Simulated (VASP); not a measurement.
# Si (P1) in VASP: further runs

Runs on Si. Level: r2SCAN. Tasks: relaxation of the atoms, single point.

Program: VASP 6.6.1. These are calculated values, not measurements. Logs are shortened: lines on timing, memory, paths and dates and some standing lists are left out, and cuts for length are marked.

## Step 1: The cell of the first run

The typed cell holds 8 atoms: a = 3.896 Å, b = 6.645 Å, c = 6.628 Å, α = 89.43°, β = 90.49°, γ = 90.03°.

## Step 2: Relaxation of the atoms, r2SCAN

Input file POSCAR:

```
Si
1.0
    0.0165704702      0.0010866615     -3.8957238486
   -0.0329359367     -6.6448321691      0.0018813245
   -6.6278056809     -0.0329359367      0.0286882646
Si
8
Direct
    0.5049020941      0.2991177193      0.3186635137
    0.0006538899      0.8274985736      0.8222150720
    0.9963149135      0.1833573129      0.1556662777
    0.4798523556      0.6549352419      0.6712612909
    0.9917496445      0.8138556963      0.1904542598
    0.5269086358      0.3280535508      0.6738769640
    1.0023308934      0.1854607265      0.8333612532
    0.4972875733      0.7077211788      0.3345013687
```

Input file INCAR.step1:

```
ALGO     = Normal         # electronic algorithm
EDIFF    = 1E-4           # SCF threshold, eV
ENCUT    = 520            # plane-wave cutoff, eV
GGA      = PE             # functional
ISMEAR   = 0              # smearing method
KPAR     = 4            
LASPH    = T              # aspherical terms in the spheres
LCHARG   = F              # write CHGCAR
LREAL    = F              # projectors in reciprocal space
LWAVE    = T              # write WAVECAR
NELM     = 100            # most SCF steps
PREC     = Accurate       # precision mode
SIGMA    = 0.05           # smearing width, eV
```

Input file INCAR.step2:

```
ALGO     = Normal         # electronic algorithm
EDIFF    = 1E-7           # SCF threshold, eV
EDIFFG   = -0.01          # ionic threshold
ENCUT    = 520            # plane-wave cutoff, eV
IBRION   = 2              # ionic algorithm
ISIF     = 2              # what is computed and relaxed
ISMEAR   = 0              # smearing method
ISTART   = 1            
KPAR     = 4            
LASPH    = T              # aspherical terms in the spheres
LCHARG   = F              # write CHGCAR
LMIXTAU  = T            
LREAL    = F              # projectors in reciprocal space
LWAVE    = F              # write WAVECAR
METAGGA  = R2SCAN         # meta-GGA
NELM     = 100            # most SCF steps
NSW      = 100            # ionic steps
PREC     = Accurate       # precision mode
SIGMA    = 0.05           # smearing width, eV
```

Input file KPOINTS:

```
k-points
0
Gamma
  8 4 4
```

Potentials or basis: VASP PAW PBE potentials, release 64 (Si).

Launch:

```sh
cat potpaw_PBE.64/Si/POTCAR > POTCAR
cp INCAR.step1 INCAR
mpirun -np 4 vasp_std > vasp.out
cp INCAR.step2 INCAR
mpirun -np 4 vasp_std > vasp.out
```

OUTCAR:

```text
EDIFF = 1E-7
   EDIFFG = -0.01
   ENCUT = 520
   IBRION = 2
   ISIF = 2
   ISMEAR = 0
   ISTART = 1
   LASPH = T
   LREAL = F
   METAGGA = R2SCAN
   NELM = 100
   NSW = 100
   PREC = Accurate

 ion  position               nearest neighbor table
   1  0.505  0.299  0.319-   3 2.34   6 2.36   3 2.38   8 2.72
   2  0.001  0.827  0.822-   7 2.38   4 2.42   5 2.44   4 2.53
   3  0.996  0.183  0.156-   7 2.14   1 2.34   1 2.38   5 2.46
   4  0.480  0.655  0.671-   6 2.18   8 2.26   2 2.42   2 2.53
   5  0.992  0.814  0.190-   8 2.27   8 2.29   2 2.44   3 2.46
   6  0.527  0.328  0.674-   4 2.18   7 2.32   1 2.36   7 2.49
   7  0.002  0.185  0.833-   3 2.14   6 2.32   2 2.38   6 2.49
   8  0.497  0.708  0.335-   4 2.26   5 2.27   5 2.29   1 2.72

  LATTYP: Found a triclinic cell.
 ALAT       =     6.6279496027
 B/A-ratio  =     1.0025595333
 C/A-ratio  =     0.5877774387
 COS(alpha) =     0.0005831335
 COS(beta)  =     0.0085830950
 COS(gamma) =     0.0099268695

  Lattice vectors:

 A1 = (  -6.6278056809,  -0.0329359367,   0.0286882646)
 A2 = (  -0.0329359367,  -6.6448321691,   0.0018813245)
 A3 = (  -0.0165704702,  -0.0010866615,   3.8957238486)

Analysis of symmetry for initial positions (statically):
=====================================================================
 Subroutine PRICEL returns:
 Original cell was already a primitive cell.

 Routine SETGRP: Setting up the symmetry group for a
 triclinic supercell.

 Subroutine GETGRP returns: Found  1 space group operations
 (whereof  1 operations were pure point group operations)
 out of a pool of  2 trial point group operations.

The static configuration has the point symmetry C_1 .

Analysis of symmetry for dynamics (positions and initial velocities):
=====================================================================
 Subroutine PRICEL returns:
 Original cell was already a primitive cell.

 Routine SETGRP: Setting up the symmetry group for a
 triclinic supercell.

 Subroutine GETGRP returns: Found  1 space group operations
 (whereof  1 operations were pure point group operations)
 out of a pool of  2 trial point group operations.

The dynamic configuration has the point symmetry C_1 .

 Subroutine INISYM returns: Found  1 space group operations
 (whereof  1 operations are pure point group operations),
 and found     1 'primitive' translations

----------------------------------------------------------------------------------------

                                     Primitive cell

  volume of cell :     171.5628

  direct lattice vectors                    reciprocal lattice vectors
     0.016570470  0.001086662 -3.895723849    -0.001110769 -0.000067172 -0.256696449
    -0.032935937 -6.644832169  0.001881324     0.000747704 -0.150496608 -0.000038799
    -6.627805681 -0.032935937  0.028688265    -0.150885992  0.000747704 -0.000641585

  length of vectors
     3.895759241  6.644914060  6.627949603     0.256698861  0.150498470  0.150889208

  position of ions in fractional coordinates (direct lattice)
     0.504902094  0.299117719  0.318663514
     0.000653890  0.827498574  0.822215072
     0.996314914  0.183357313  0.155666278
     0.479852356  0.654935242  0.671261291
     0.991749644  0.813855696  0.190454260
     0.526908636  0.328053551  0.673876964
     0.002330893  0.185460726  0.833361253
     0.497287573  0.707721179  0.334501369

  ion indices of the primitive-cell ions
   primitive index   ion index
                 1           1
                 2           2
                 3           3
                 4           4
                 5           5
                 6           6
                 7           7
                 8           8

----------------------------------------------------------------------------------------

 KPOINTS: k-points

Automatic generation of k-mesh.
 Grid dimensions read from file:
 generate k-points for:    8    4    4

 Generating k-lattice:

  Cartesian coordinates                     Fractional coordinates (reciprocal lattice)
    -0.000138846 -0.000008396 -0.032087056     0.125000000  0.000000000  0.000000000
     0.000186926 -0.037624152 -0.000009700     0.000000000  0.250000000  0.000000000
    -0.037721498  0.000186926 -0.000160396     0.000000000  0.000000000  0.250000000

  Length of vectors
     0.032087358  0.037624617  0.037722302

  Shift w.r.t. Gamma in fractional coordinates (k-lattice)
     0.000000000  0.000000000  0.000000000

 Subroutine IBZKPT returns following result:
 ===========================================

 Found     68 irreducible k-points:

 Following reciprocal coordinates:
            Coordinates               Weight
  0.000000  0.000000  0.000000      1.000000
  0.125000  0.000000  0.000000      2.000000
  0.250000  0.000000  0.000000      2.000000
  0.375000  0.000000  0.000000      2.000000
  0.500000  0.000000  0.000000      1.000000
  0.000000  0.250000 -0.000000      2.000000
[... 16 lines left out ...]
  0.500000  0.000000  0.250000      2.000000
 -0.375000 -0.000000  0.250000      2.000000
 [... further k-points ...]
   k-points           NKPTS =     68   k-points in BZ     NKDIM =     68   number of bands    NBANDS=     21
   number of dos      NEDOS =    301   number of ions     NIONS =      8
   total plane-waves  NPLWV =  75000
   dimension x,y,z NGX =    30 NGY =   50 NGZ =   50
   dimension x,y,z NGXF=    60 NGYF=  100 NGZF=  100
   ions per type =               8
   NGX,Y,Z   is equivalent  to a cutoff of  12.80, 12.51, 12.54 a.u.
   NGXF,Y,Z  is equivalent  to a cutoff of  25.60, 25.02, 25.08 a.u.
 SYSTEM =  unknown system
   PREC   = accura    normal or accurate (medium, high low for compatibility)
   ISTART =      1    job   : 0-new  1-cont  2-samecut
   ICHARG =      0    charge: 1-file 2-atom 10-const
   ISPIN  =      1    spin polarized calculation?
   LNONCOLLINEAR =      F non collinear calculations
   LSORBIT =      F    spin-orbit coupling
   LASPH  =      T    aspherical Exc in radial PAW
   ENCUT  =  520.0 eV  38.22 Ry    6.18 a.u.   7.24 12.36 12.32*2*pi/ulx,y,z
   NELM   =    100;   NELMIN=  2; NELMDL=  0     # of ELM steps
   EDIFF  = 0.1E-06   stopping-criterion for ELM
   LREAL  =      F    real-space projection
   EDIFFG = -.1E-01   stopping-criterion for IOM
   NSW    =    100    number of steps for IOM
   IBRION =      2    ionic relax: 0-MD 1-quasi-New 2-CG
   NFREE  =      1    steps in history (QN), initial steepest desc. (CG)
   ISIF   =      2    stress and relaxation
   ISYM   =      2    0-nonsym 1-usesym 2-fastsym
   POTIM  = 0.5000    time-step for ionic-motion
   TEBEG  =    0.0;   TEEND  =   0.0 temperature during run
   PSTRESS=    0.0 pullay stress
   NELECT =      32.0000    total number of electrons
   NUPDOWN=      -1.0000    fix difference up-down
   EMIN   =  10.00;   EMAX   =-10.00  energy-range for DOS
   EFERMI =   0.00;   METHOD = LEGACY
   ISMEAR =     0;   SIGMA  =   0.05  broadening in eV -4-tet -1-fermi 0-gaus
   EFERMI_NEDOS =   21; number of points for ismear=-14 and -15
   IALGO  =     38    algorithm
   IMIX   =      4    mixing-type and parameters
     AMIX     =   0.40;   BMIX     =  1.00
     AMIX_MAG =   1.60;   BMIX_MAG =  1.00
  volume/ion in A,a.u.               =      21.45       144.72
  Fermi-wavevector in a.u.,A,eV,Ry     =   0.935371  1.767594 11.903986  0.874918
  Thomas-Fermi vector in A             =   2.062271
   LORBIT       =      0    0 simple, 1 ext, 2 COOP (PROOUT), +10 PAW based schemes
   METAGGA = R2SCAN    functional components
   LHFCALC =     F    Hartree Fock is set to
   AEXX    =    0.0000 exact exchange contribution
   IVDW    =     0    specifies the selected vdW correction
   LEPSILON=     F    determine dielectric tensor
   LRPA    =     F    only Hartree local field effects (RPA)
 conjugate gradient relaxation of ions
 non-spin polarized calculation
 Gauss-broadening in eV      SIGMA  =   0.05
  energy-cutoff  :      520.00
  volume of cell :      171.56
 maximum number of plane-waves:      4658
 NGX is ok and might be reduce to    30
   NGX = 15   NGY = 25   NGZ = 25

--------------------------------------- Ionic step        1  -------------------------------------------

 number of electron      32.0000000 magnetization

 Free energy of the ion-electron system (eV)
  ---------------------------------------------------
  ext. energy  EPLUGINS =         0.00000000
  ---------------------------------------------------
  free energy    TOTEN  =       -67.89869324 eV

  energy without entropy =      -67.89767276  energy(sigma->0) =      -67.89818300

------------------------ aborting loop because EDIFF is reached ----------------------------------------

  FORCE on cell =-STRESS in cart. coord.  units (eV):
  Direction    XX          YY          ZZ          XY          YZ          ZX
  --------------------------------------------------------------------------------------
  -------------------------------------------------------------------------------------
  Total        6.6060446     -0.3309785     -3.0855033     -1.7143316     -1.1766083      0.2973482
  in kB       61.6920012     -3.0909155    -28.8146516    -16.0096627    -10.9880153      2.7768520
  external PRESSURE =       9.9288114 kB  Pullay stress =       0.0000000 kB
[... 107 lines left out ...]
  FREE ENERGIE OF THE ION-ELECTRON SYSTEM (eV)
  ---------------------------------------------------
  free  energy   TOTEN  =       -68.9922776250 eV

  energy  without entropy=      -68.9922478466  energy(sigma->0) =      -68.99226274

[... ionic steps 4 to 24 ...]

--------------------------------------- Ionic step       25  -------------------------------------------

 number of electron      31.9999999 magnetization

------------------------ aborting loop because EDIFF is reached ----------------------------------------

  FORCE on cell =-STRESS in cart. coord.  units (eV):
  Direction    XX          YY          ZZ          XY          YZ          ZX
  --------------------------------------------------------------------------------------
  -------------------------------------------------------------------------------------
  Total       -0.0992530     -0.3649465     -2.7773765     -0.3405255      0.0365233      0.5229120
  in kB       -0.9268957     -3.4081332    -25.9371414     -3.1800721      0.3410806      4.8833288
  external PRESSURE =     -10.0907234 kB  Pullay stress =       0.0000000 kB
[... 69 lines left out ...]
  energy  without entropy=      -69.2337728045  energy(sigma->0) =      -69.23377286

--------------------------------------- Ionic step       27  -------------------------------------------

 number of electron      31.9999999 magnetization

 Free energy of the ion-electron system (eV)
  ---------------------------------------------------
  ext. energy  EPLUGINS =         0.00000000
  ---------------------------------------------------
  free energy    TOTEN  =       -69.23377448 eV

  energy without entropy =      -69.23377436  energy(sigma->0) =      -69.23377442

 E-fermi :   5.5581     XC(G=0):  -9.5019

 val. band max:        5.4148935808   @ k =   0.0000   0.0000   0.0000
 cond. band min:       5.7013899137   @ k =   0.0000   0.0000   0.0000
 fundamental gap:      0.2864963329
 Fermi energy:         5.5581412429

 k-point     1 :       0.0000    0.0000    0.0000
  band No.  band energies     occupation
      1      -7.2785      2.00000
      2      -4.9484      2.00000
      3      -4.9322      2.00000
      4      -4.2355      2.00000
      5      -2.7752      2.00000
      6      -0.5198      2.00000
[... 550 lines left out ...]
      5      -2.2697      2.00000
      6      -2.1752      2.00000
[... 13 lines left out ...]
     20       8.6642      0.00000
     21       8.6945      0.00000

 [... further k-points ...]

------------------------ aborting loop because EDIFF is reached ----------------------------------------

  FORCE on cell =-STRESS in cart. coord.  units (eV):
  Direction    XX          YY          ZZ          XY          YZ          ZX
  --------------------------------------------------------------------------------------
  -------------------------------------------------------------------------------------
  Total       -0.0989788     -0.3704624     -2.7730187     -0.3426745      0.0392907      0.5203091
  in kB       -0.9243356     -3.4596449    -25.8964453     -3.2001413      0.3669249      4.8590212
  external PRESSURE =     -10.0934753 kB  Pullay stress =       0.0000000 kB
[... 23 lines left out ...]
  FREE ENERGIE OF THE ION-ELECTRON SYSTEM (eV)
  ---------------------------------------------------
  free  energy   TOTEN  =       -69.2337744810 eV

  energy  without entropy=      -69.2337743610  energy(sigma->0) =      -69.23377442

 reached required accuracy - stopping structural energy minimisation
```

Run time: 25 min. Hardware: 4 MPI ranks of Intel Xeon 6975P-C (Granite Rapids), shared host; peak memory 0.39 GiB.

What came out:

```yaml
Free_energy: -69.2338 eV
Energy_gained_by_relaxing: 166.9 meV/atom
Ionic_steps: 27
Pressure_after_relaxing: -1.0 GPa
Largest_force_after_relaxing: 0.008 eV/Å
Band_gap_on_the_k_mesh: 0.29 eV
```

Forces on the atoms (eV/Å):
```
Si   0.000 -0.002  0.000
Si   0.003 -0.001  0.002
Si  -0.007  0.002 -0.001
Si   0.000 -0.001  0.000
Si   0.002  0.002  0.000
Si   0.000  0.000  0.001
Si  -0.006 -0.002 -0.002
Si   0.007  0.002  0.001
```

Stress tensor (GPa, compression positive):
```
-0.09 -0.32  0.49
-0.32 -0.35  0.04
 0.49  0.04 -2.59
```

Step by step:
```
step  energy change (eV)  largest force (eV/Å)  pressure (GPa)
   1              0.0000                3.6987            0.99
   2             -1.0735                1.6362           -1.03
   3             -1.0936                1.4990           -1.01
   4             -1.2939                0.5432           -1.01
   5             -1.2941                0.5393           -1.00
   6             -1.3254                0.1752           -1.01
   7             -1.3255                0.1895           -1.01
   8             -1.3290                0.0981           -1.04
   9             -1.3292                0.0956           -1.05
  10             -1.3311                0.0864           -1.04
  11             -1.3319                0.0951           -1.01
  12             -1.3332                0.0455           -1.02
  13             -1.3333                0.0579           -1.02
  14             -1.3338                0.0387           -1.02
  15             -1.3339                0.0523           -1.02
  16             -1.3344                0.0309           -1.01
  17             -1.3344                0.0430           -1.01
  18             -1.3347                0.0309           -1.02
  19             -1.3347                0.0462           -1.02
  20             -1.3349                0.0176           -1.01
  21             -1.3349                0.0177           -1.01
  22             -1.3350                0.0159           -1.01
  23             -1.3350                0.0190           -1.01
  24             -1.3350                0.0116           -1.01
  25             -1.3351                0.0138           -1.01
  26             -1.3351                0.0102           -1.01
  27             -1.3351                0.0077           -1.01
```

Final structure:
```yaml
crystal:
  lattice:
    - [0.01657, 0.00109, -3.89572]
    - [-0.03294, -6.64483, 0.00188]
    - [-6.62781, -0.03294, 0.02869]
  atoms:
    - { symbol: Si, position: [0.50038, 0.32255, 0.31825] }
    - { symbol: Si, position: [0.00082, 0.81860, 0.82236] }
    - { symbol: Si, position: [0.99916, 0.18142, 0.17757] }
    - { symbol: Si, position: [0.49959, 0.67741, 0.68178] }
    - { symbol: Si, position: [0.99967, 0.82301, 0.18133] }
    - { symbol: Si, position: [0.49926, 0.31912, 0.67730] }
    - { symbol: Si, position: [0.00033, 0.17699, 0.81862] }
    - { symbol: Si, position: [0.50078, 0.68090, 0.32278] }
```

Caveat: the PAW data sets were made with another functional, which shifts forces and pressure a little.

(Continued in part 2 of 2.)

The gap in the log of VASP goes by the Fermi energy; the results here count the filled bands.